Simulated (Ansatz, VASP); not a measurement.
# Yb: VASP beside Ansatz

The input INCAR:

```
PREC     = Accurate       # precision mode
ENCUT    = 520            # plane-wave cutoff, eV
EDIFF    = 1E-6           # SCF threshold, eV
ISMEAR   = 0              # smearing method
SIGMA    = 0.05           # smearing width, eV
LREAL    = False          # projectors in reciprocal space
LASPH    = True           # aspherical terms in the spheres
NELM     = 100            # most SCF steps
ALGO     = Normal         # electronic algorithm
ISIF     = 2              # what is computed and relaxed
LWAVE    = False          # write WAVECAR
LCHARG   = False          # write CHGCAR
GGA      = PE             # functional
NBANDS   = 18             # bands
```

The input KPOINTS:

```
Automatic mesh
0
Gamma
  14 14 14
```

File POSCAR:

```
Yb
1.0
   -2.1514830000      2.1514830000      2.1514830000
    2.1514830000     -2.1514830000      2.1514830000
    2.1514830000      2.1514830000     -2.1514830000
Yb
1
Direct
    0.0000000000      0.0000000000      0.0000000000
```

Input for Ansatz:

```yaml
crystal:
  lattice:
    - [-2.151483, 2.151483, 2.151483]
    - [2.151483, -2.151483, 2.151483]
    - [2.151483, 2.151483, -2.151483]
  atoms:
    - { symbol: Yb, position: [0.0, 0.0, 0.0] }
basis:
  ecutwfc: 420
kpoints:
  mp_grid: { grid: [14, 14, 14] }
hamiltonian:
  xc: pbe
  pseudopotentials: { kind: paw }
scf:
  occupations: { method: gaussian, width: 0.05 }
output:
  forces: true
  eigenvalues: true
  eigenstates:
    nscf_kmesh: { grid: [34, 34, 34] }
    top_band: c6
    de_dk: true
    localisation: false
  stress: true
checkpoint:
  write: ck
  compress: false
  write_wavefunctions: false
  write_every: 100000
```

Alike in both runs: task single point; functional PBE; k mesh 14 × 14 × 14; occupations gaussian, width 0.05 eV; no spin polarisation.

|  | VASP | Ansatz |
| --- | --- | --- |
| version | VASP 6.6.1 | Ansatz 0.2.0 |
| potentials or method | VASP PAW PBE potentials, release 64 (Yb), cutoff 520 eV | scalar-relativistic, plane waves, PAW |
| valence electrons in the cell | 24 | 24 |

|  | VASP | Ansatz | Ansatz less VASP |
| --- | --- | --- | --- |
| pressure (GPa) | -1.9 | -2.1 | -0.24 |

The functional is the same, so the differences come from potentials, cutoffs and numerics.

Neither program's run includes spin-orbit coupling.
